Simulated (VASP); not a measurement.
## Cs2H5F: single point with PBE

Crystal: Cs2H5F.

```
Cs H F
1.0
     6.08648    0.00000    0.00000
     0.00000    6.08648    0.00000
     0.00000    0.00000    4.09570
Cs H F
2 5 1
Direct
  0.00000 0.50000 0.50000
  0.50000 0.00000 0.50000
  0.79200 0.79200 0.00000
  0.20800 0.79200 0.00000
  0.79200 0.20800 0.00000
  0.00000 0.00000 0.50000
  0.20800 0.20800 0.00000
  0.00000 0.00000 0.00000
```

The cell was built from a structure type or drawn by symmetry, and may not be a known phase.

```
Program                : VASP 6.6.1
Task                   : single point
Functional             : PBE
Potentials or basis    : VASP PAW PBE potentials, release 64 (Cs_sv, H, F)
Cutoff                 : 520 eV
k mesh                 : 4 × 4 × 4
Occupations            : gaussian, width 0.1 eV
Spin                   : collinear spin
Starting moments       : [0.0, 0.0, 0.0, 0.0, 0.0, 0.0, 0.0, 1.0] μB
Dipole correction      : no
Further INCAR settings : ALGO = Normal; EDIFF = 1e-06; NBANDS = 29
```

The pressure is 2.7 GPa, the largest force is 0.252 eV/Å and the net moment is 3.92 μB per cell. The site moments are Cs +0.07; H +0.23, +0.33 (each value once); F +0.54 μB and the valence electrons inside the program's atomic spheres are Cs 6.58; H 0.43, 0.41 (each value once); F 5.95.

Forces on the atoms (eV/Å):
```
Cs   0.000  0.000  0.000
Cs   0.000  0.000  0.000
H   -0.178 -0.178  0.000
H    0.178 -0.178  0.000
H   -0.178  0.178  0.000
H    0.000  0.000  0.000
H    0.178  0.178  0.000
F    0.000  0.000  0.000
```

Stress tensor (GPa, compression positive):
```
2.40 0.00 0.00
0.00 2.40 0.00
0.00 0.00 3.41
```

Levels at points of the mesh, in eV from the Fermi level:
Spin up:
```
           k point  band 14  band 15  band 16  band 17  band 18  band 19  band 20  band 21
(0.00, 0.00, 0.00)    -1.93    -1.59    -0.02    -0.02     2.38     3.37     5.46     6.02
(0.50, 0.00, 0.00)    -1.57    -1.32    -1.00    -0.12     3.44     4.50     4.50     5.41
(0.50, 0.50, 0.00)    -1.27    -1.19    -0.96    -0.96     3.89     3.89     4.68     5.42
(0.00, 0.00, 0.50)    -1.05    -0.86    -0.86    -0.56     2.84     3.84     5.09     5.09
(0.50, 0.00, 0.50)    -1.64    -0.80    -0.37    -0.29     3.95     5.10     5.22     5.24
(0.50, 0.50, 0.50)    -2.28    -0.03    -0.02    -0.02     3.45     3.45     5.29     5.49
```
Spin down:
| k point | band 10 | band 11 | band 12 | band 13 | band 14 | band 15 | band 16 | band 17 |
| --- | --- | --- | --- | --- | --- | --- | --- | --- |
| (0.00, 0.00, 0.00) | -4.25 | -4.25 | -3.45 | -1.86 | 0.41 | 0.80 | 2.05 | 2.05 |
| (0.50, 0.00, 0.00) | -4.55 | -4.27 | -3.47 | -0.88 | 0.59 | 0.79 | 1.47 | 1.85 |
| (0.50, 0.50, 0.00) | -4.60 | -4.60 | -3.50 | 0.17 | 0.70 | 0.70 | 0.81 | 2.12 |
| (0.00, 0.00, 0.50) | -4.58 | -4.58 | -4.30 | 0.16 | 0.92 | 0.92 | 1.34 | 1.83 |
| (0.50, 0.00, 0.50) | -4.55 | -4.31 | -4.11 | -0.41 | 0.47 | 0.94 | 1.57 | 2.45 |
| (0.50, 0.50, 0.50) | -4.28 | -4.28 | -3.96 | -0.96 | -0.38 | 2.08 | 2.08 | 3.06 |

Wall time 2.6 min on 1 thread of AMD EPYC 7R13 Processor (Zen 3), on a shared host, peak memory 0.32 GiB.

Caveat: the k points lie up to 0.38 Å⁻¹ apart; spin-orbit coupling is left out, which moves the levels of the heavy elements.
